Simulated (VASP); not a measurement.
Input of a VASP 6.6.1 run:

File INCAR:

```
PREC = Accurate ; ENCUT = 520
EDIFF = 1E-6 ; ISMEAR = 0
SIGMA = 0.1 ; LREAL = False
LASPH = True ; NELM = 80
ALGO = Normal ; ISIF = 2
LWAVE = False ; LCHARG = True
GGA = PS ; LELF = True
LVHAR = True ; NBANDS = 17
```

The input KPOINTS:

```
Automatic mesh
0
Gamma
  12 12 12
```

POSCAR

```
SnTe
1.0
    0.0000000000      3.1451068026      3.1451068026
    3.1451068026      0.0000000000      3.1451068026
    3.1451068026      3.1451068026      0.0000000000
Sn Te
1 1
Direct
    0.0000000000      0.0000000000      0.0000000000
    0.5000000000      0.5000000000      0.5000000000
```

Potentials or basis: VASP PAW PBE potentials, release 64 (Sn_d, Te).

Run with:

```console
$ cat potpaw_PBE.64/Sn_d/POTCAR potpaw_PBE.64/Te/POTCAR > POTCAR
$ mpirun -np 1 vasp_std > vasp.out
```

Predict the band gap on the k mesh.

0.16 eV, direct.

What does it give for the pressure?

-0.1 GPa.

Caveat: the PAW data sets were made with another functional, which shifts forces and pressure a little; spin-orbit coupling is left out, which moves the levels of the heavy elements. A k mesh can miss the band edges.
